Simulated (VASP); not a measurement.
# CdSe in VASP: settings compared

CdSe is run at these levels: PBEsol, r2SCAN; tasks: single point.

All numbers are computed with VASP 6.6.1; they aren't measurements. Logs are shortened: lines on timing, memory, paths and dates and some standing lists are left out, and cuts for length are marked.

**1. The cell of the first run**

It takes space group I-4m2 (No. 119, tetragonal). Conventional cell: a = 4.306 Å, b = 4.306 Å, c = 6.070 Å, α = 90.00°, β = 90.00°, γ = 90.00°. Within 3.5 Å of Cd (site symmetry -4m2) lie 4 Se at 2.63 Å. Within 3.5 Å of Se (site symmetry -4m2) lie 4 Cd at 2.63 Å.

**2. Single point, PBEsol**

INCAR

```
PREC = Accurate ; ENCUT = 520
EDIFF = 1E-6 ; ISMEAR = 0
SIGMA = 0.01 ; LREAL = False
LASPH = True ; NELM = 60
ALGO = Normal ; ISIF = 2
LWAVE = False ; LCHARG = False
GGA = PS ; NBANDS = 26
```

KPOINTS

```
Automatic mesh
0
Gamma
  6 6 4
```

POSCAR

```
CdSe
1.0
    4.3055731906      0.0000000000      0.0000000000
    0.0000000000      4.3055731906      0.0000000000
    0.0000000000      0.0000000000      6.0701402112
Cd Se
2 2
Direct
    0.0000000000      0.0000000000      0.0000000000
    0.5000000000      0.5000000000      0.5000000000
    0.5000000000      0.0000000000      0.2500000000
    0.0000000000      0.5000000000      0.7500000000
```

Potentials or basis: VASP PAW PBE potentials, release 64 (Cd, Se).

Command:

```console
> cat potpaw_PBE.64/Cd/POTCAR potpaw_PBE.64/Se/POTCAR > POTCAR
> mpirun -np 1 vasp_std > vasp.out
```

OUTCAR:

```text
PREC = Accurate
   ENCUT = 520
   EDIFF = 1E-6
   ISMEAR = 0
   LREAL = False
   LASPH = True
   NELM = 60
   ISIF = 2
   GGA = PS

 ion  position               nearest neighbor table
   1  0.000  0.000  0.000-   3 2.63   4 2.63   4 2.63   3 2.63
   2  0.500  0.500  0.500-   3 2.63   4 2.63   3 2.63   4 2.63
   3  0.500  0.000  0.250-   1 2.63   2 2.63   2 2.63   1 2.63
   4  0.000  0.500  0.750-   1 2.63   2 2.63   1 2.63   2 2.63

  LATTYP: Found a simple tetragonal cell.
 ALAT       =     4.3055731906
 C/A-ratio  =     1.4098332423

  Lattice vectors:

 A1 = (   4.3055731906,   0.0000000000,   0.0000000000)
 A2 = (   0.0000000000,   4.3055731906,   0.0000000000)
 A3 = (   0.0000000000,   0.0000000000,   6.0701402112)

Analysis of symmetry for initial positions (statically):
=====================================================================
 Subroutine PRICEL returns following result:

  LATTYP: Found a body centered tetragonal cell.
 ALAT       =     4.3055731906
 C/A-ratio  =     1.4098332423

  Lattice vectors:

 A1 = (  -2.1527865953,  -2.1527865953,  -3.0350701056)
 A2 = (   2.1527865953,   2.1527865953,  -3.0350701056)
 A3 = (   2.1527865953,  -2.1527865953,   3.0350701056)

   2 primitive cells build up your supercell.

 Routine SETGRP: Setting up the symmetry group for a
 simple tetragonal supercell.

 Subroutine GETGRP returns: Found  8 space group operations
 (whereof  8 operations were pure point group operations)
 out of a pool of 16 trial point group operations.

The static configuration has the point symmetry D_2d.

Analysis of symmetry for dynamics (positions and initial velocities):
=====================================================================
 Subroutine PRICEL returns following result:

  LATTYP: Found a body centered tetragonal cell.
 ALAT       =     4.3055731906
 C/A-ratio  =     1.4098332423

  Lattice vectors:

 A1 = (  -2.1527865953,  -2.1527865953,  -3.0350701056)
 A2 = (   2.1527865953,   2.1527865953,  -3.0350701056)
 A3 = (   2.1527865953,  -2.1527865953,   3.0350701056)

   2 primitive cells build up your supercell.

 Routine SETGRP: Setting up the symmetry group for a
 simple tetragonal supercell.

 Subroutine GETGRP returns: Found  8 space group operations
 (whereof  8 operations were pure point group operations)
 out of a pool of 16 trial point group operations.

The dynamic configuration has the point symmetry D_2d.

 Subroutine INISYM returns: Found  8 space group operations
 (whereof  8 operations are pure point group operations),
 and found     2 'primitive' translations

----------------------------------------------------------------------------------------

                                     Primitive cell

  volume of cell :      56.2640

  direct lattice vectors                    reciprocal lattice vectors
    -2.152786595 -2.152786595 -3.035070106    -0.000000000 -0.232257113 -0.164740840
     2.152786595  2.152786595 -3.035070106     0.232257113 -0.000000000 -0.164740840
     2.152786595 -2.152786595  3.035070106     0.232257113 -0.232257113  0.000000000

  length of vectors
     4.298910420  4.298910420  4.298910420     0.284750612  0.284750612  0.328461159

  position of ions in fractional coordinates (direct lattice)
     0.000000000  0.000000000  0.000000000
     0.750000000  0.250000000  0.500000000

  ion indices of the primitive-cell ions
   primitive index   ion index
                 1           1
                 2           3

----------------------------------------------------------------------------------------

 KPOINTS: Automatic mesh

Automatic generation of k-mesh.
 Grid dimensions read from file:
 generate k-points for:    6    6    4

 Generating k-lattice:

  Cartesian coordinates                     Fractional coordinates (reciprocal lattice)
     0.038709519  0.000000000  0.000000000     0.166666667  0.000000000  0.000000000
     0.000000000  0.038709519  0.000000000     0.000000000  0.166666667  0.000000000
     0.000000000  0.000000000  0.041185210     0.000000000  0.000000000  0.250000000

  Length of vectors
     0.038709519  0.038709519  0.041185210

  Shift w.r.t. Gamma in fractional coordinates (k-lattice)
     0.000000000  0.000000000  0.000000000

 Subroutine IBZKPT returns following result:
 ===========================================

 Found     30 irreducible k-points:

 Following reciprocal coordinates:
            Coordinates               Weight
  0.000000  0.000000  0.000000      1.000000
  0.166667  0.000000  0.000000      4.000000
  0.333333  0.000000  0.000000      4.000000
  0.500000  0.000000  0.000000      2.000000
  0.166667  0.166667  0.000000      4.000000
  0.333333  0.166667  0.000000      8.000000
[... 16 lines left out ...]
  0.333333  0.000000  0.500000      4.000000
  0.500000  0.000000  0.500000      2.000000
 [... further k-points ...]
   k-points           NKPTS =     30   k-points in BZ     NKDIM =     30   number of bands    NBANDS=     26
   number of dos      NEDOS =    301   number of ions     NIONS =      4
   total plane-waves  NPLWV =  49152
   dimension x,y,z NGX =    32 NGY =   32 NGZ =   48
   dimension x,y,z NGXF=    64 NGYF=   64 NGZF=   96
   ions per type =               2   2
   NGX,Y,Z   is equivalent  to a cutoff of  12.36, 12.36, 13.15 a.u.
   NGXF,Y,Z  is equivalent  to a cutoff of  24.71, 24.71, 26.29 a.u.
 SYSTEM =  unknown system
   PREC   = accura    normal or accurate (medium, high low for compatibility)
   ISTART =      0    job   : 0-new  1-cont  2-samecut
   ICHARG =      2    charge: 1-file 2-atom 10-const
   ISPIN  =      1    spin polarized calculation?
   LNONCOLLINEAR =      F non collinear calculations
   LSORBIT =      F    spin-orbit coupling
   LASPH  =      T    aspherical Exc in radial PAW
   ENCUT  =  520.0 eV  38.22 Ry    6.18 a.u.   8.01  8.01 11.29*2*pi/ulx,y,z
   NELM   =     60;   NELMIN=  2; NELMDL= -5     # of ELM steps
   EDIFF  = 0.1E-05   stopping-criterion for ELM
   LREAL  =      F    real-space projection
   EDIFFG = 0.1E-04   stopping-criterion for IOM
   NSW    =      0    number of steps for IOM
   IBRION =     -1    ionic relax: 0-MD 1-quasi-New 2-CG
   NFREE  =      0    steps in history (QN), initial steepest desc. (CG)
   ISIF   =      2    stress and relaxation
   ISYM   =      2    0-nonsym 1-usesym 2-fastsym
   POTIM  = 0.5000    time-step for ionic-motion
   TEBEG  =    0.0;   TEEND  =   0.0 temperature during run
   PSTRESS=    0.0 pullay stress
   NELECT =      36.0000    total number of electrons
   NUPDOWN=      -1.0000    fix difference up-down
   EMIN   =  10.00;   EMAX   =-10.00  energy-range for DOS
   EFERMI =   0.00;   METHOD = LEGACY
   ISMEAR =     0;   SIGMA  =   0.01  broadening in eV -4-tet -1-fermi 0-gaus
   EFERMI_NEDOS =   21; number of points for ismear=-14 and -15
   IALGO  =     38    algorithm
   IMIX   =      4    mixing-type and parameters
     AMIX     =   0.40;   BMIX     =  1.00
     AMIX_MAG =   1.60;   BMIX_MAG =  1.00
  volume/ion in A,a.u.               =      28.13       189.84
  Fermi-wavevector in a.u.,A,eV,Ry     =   1.119667  2.115863 17.056992  1.253654
  Thomas-Fermi vector in A             =   2.256307
   LORBIT       =      0    0 simple, 1 ext, 2 COOP (PROOUT), +10 PAW based schemes
   GGA     = PS    functional components
   LHFCALC =     F    Hartree Fock is set to
   AEXX    =    0.0000 exact exchange contribution
   IVDW    =     0    specifies the selected vdW correction
   LEPSILON=     F    determine dielectric tensor
   LRPA    =     F    only Hartree local field effects (RPA)
 non-spin polarized calculation
 Gauss-broadening in eV      SIGMA  =   0.01
  energy-cutoff  :      520.00
  volume of cell :      112.53
 maximum number of plane-waves:      3080
   NGX = 17   NGY = 17   NGZ = 23

 number of electron      35.9999992 magnetization

 Free energy of the ion-electron system (eV)
  ---------------------------------------------------
  ext. energy  EPLUGINS =         0.00000000
  ---------------------------------------------------
  free energy    TOTEN  =       -12.35113941 eV

  energy without entropy =      -12.35113941  energy(sigma->0) =      -12.35113941

 E-fermi :   0.9205     XC(G=0):  -9.0979

 val. band max:        0.8185124338   @ k =   0.0000   0.0000   0.0000
 cond. band min:       1.2938623062   @ k =   0.0000   0.0000   0.0000
 fundamental gap:      0.4753498724
 Fermi energy:         0.9205068395

 k-point     1 :       0.0000    0.0000    0.0000
  band No.  band energies     occupation
      1     -11.8107      2.00000
      2     -11.3095      2.00000
      3      -7.1022      2.00000
      4      -7.1022      2.00000
      5      -7.1008      2.00000
      6      -6.9126      2.00000
[... 18 lines left out ...]
     25       9.8090      0.00000
     26      10.4068      0.00000

 k-point     2 :       0.1667    0.0000    0.0000
  band No.  band energies     occupation
      1     -11.7463      2.00000
      2     -11.3123      2.00000
      3      -7.0850      2.00000
      4      -7.0727      2.00000
      5      -7.0503      2.00000
      6      -6.9233      2.00000
[... 18 lines left out ...]
     25       9.2820      0.00000
     26       9.9968      0.00000

 k-point     3 :       0.3333    0.0000    0.0000
  band No.  band energies     occupation
      1     -11.5916      2.00000
      2     -11.3411      2.00000
      3      -7.0387      2.00000
      4      -7.0180      2.00000
      5      -6.9548      2.00000
      6      -6.9077      2.00000
[... 18 lines left out ...]
     25       8.3313      0.00000
     26       8.7569      0.00000

 k-point     4 :       0.5000    0.0000    0.0000
  band No.  band energies     occupation
      1     -11.4341      2.00000
      2     -11.4341      2.00000
      3      -6.9796      2.00000
      4      -6.9796      2.00000
      5      -6.9750      2.00000
      6      -6.9750      2.00000
[... 18 lines left out ...]
     25       7.8655      0.00000
     26       7.8655      0.00000

 k-point     5 :       0.1667    0.1667    0.0000
  band No.  band energies     occupation
      1     -11.6864      2.00000
      2     -11.3106      2.00000
      3      -7.0429      2.00000
      4      -7.0414      2.00000
      5      -7.0290      2.00000
      6      -6.9141      2.00000
[... 18 lines left out ...]
     25       8.2899      0.00000
     26       8.7382      0.00000

 k-point     6 :       0.3333    0.1667    0.0000
  band No.  band energies     occupation
      1     -11.5440      2.00000
      2     -11.3275      2.00000
      3      -7.0014      2.00000
      4      -6.9813      2.00000
      5      -6.9331      2.00000
      6      -6.9098      2.00000
[... 427 lines left out ...]
 k-point    21 :       0.0000    0.0000    0.5000
  band No.  band energies     occupation
      1     -11.5602      2.00000
      2     -11.5602      2.00000
      3      -6.9792      2.00000
      4      -6.9792      2.00000
      5      -6.9792      2.00000
      6      -6.9792      2.00000
[... 18 lines left out ...]
     25       8.3832      0.00000
     26       8.3832      0.00000

 k-point    22 :       0.1667    0.0000    0.5000
  band No.  band energies     occupation
      1     -11.5281      2.00000
      2     -11.5281      2.00000
      3      -7.0086      2.00000
      4      -7.0086      2.00000
      5      -6.9859      2.00000
      6      -6.9859      2.00000
[... 18 lines left out ...]
     25       8.0532      0.00000
     26       8.0532      0.00000

 k-point    23 :       0.3333    0.0000    0.5000
  band No.  band energies     occupation
      1     -11.4631      2.00000
      2     -11.4631      2.00000
      3      -7.0099      2.00000
      4      -7.0099      2.00000
      5      -6.9999      2.00000
      6      -6.9999      2.00000
[... 18 lines left out ...]
     25       7.7096      0.00000
     26       7.7096      0.00000

 k-point    24 :       0.5000    0.0000    0.5000
  band No.  band energies     occupation
      1     -11.4303      2.00000
      2     -11.4303      2.00000
      3      -7.0071      2.00000
      4      -7.0071      2.00000
      5      -7.0056      2.00000
      6      -7.0056      2.00000
[... 18 lines left out ...]
     25       8.0925      0.00000
     26       8.0925      0.00000

 [... further k-points ...]
[... 5 lines left out ...]
  --------------------------------------------------------------------------------------
  -------------------------------------------------------------------------------------
  Total        0.2107999      0.2107999      0.2300684      0.0000000      0.0000000      0.0000000
  in kB        3.0013749      3.0013749      3.2757214      0.0000000      0.0000000      0.0000000
  external PRESSURE =       3.0928238 kB  Pullay stress =       0.0000000 kB

 VOLUME and BASIS-vectors are now :
 -----------------------------------------------------------------------------
  energy-cutoff  :      520.00
  volume of cell :      112.53
      direct lattice vectors                 reciprocal lattice vectors
     4.305573191  0.000000000  0.000000000     0.232257113  0.000000000  0.000000000
     0.000000000  4.305573191  0.000000000     0.000000000  0.232257113  0.000000000
     0.000000000  0.000000000  6.070140211     0.000000000  0.000000000  0.164740840

 POSITION                                       TOTAL-FORCE (eV/Angst)
 -----------------------------------------------------------------------------------
      0.00000      0.00000      0.00000        -0.000000     -0.000000     -0.000000
      2.15279      2.15279      3.03507         0.000000      0.000000      0.000000
      2.15279      0.00000      1.51754        -0.000000     -0.000000     -0.000000
      0.00000      2.15279      4.55261        -0.000000     -0.000000     -0.000000
 -----------------------------------------------------------------------------------
    total drift:                                0.000000      0.000000     -0.000000

  FREE ENERGIE OF THE ION-ELECTRON SYSTEM (eV)
  ---------------------------------------------------
  free  energy   TOTEN  =       -12.3511394084 eV

  energy  without entropy=      -12.3511394084  energy(sigma->0) =      -12.35113941
```

It took 28 s on 1 thread of Intel Xeon 6975P-C (Granite Rapids), shared host; peak memory 0.25 GiB.

What came out:

| Quantity | Value |
| --- | --- |
| Free energy | -12.3511 eV |
| Pressure | 0.3 GPa |
| Band gap on the k mesh | 0.48 eV |

Caveat: the PAW data sets were made with another functional, which shifts forces and pressure a little.

[end of part 1 of 2]
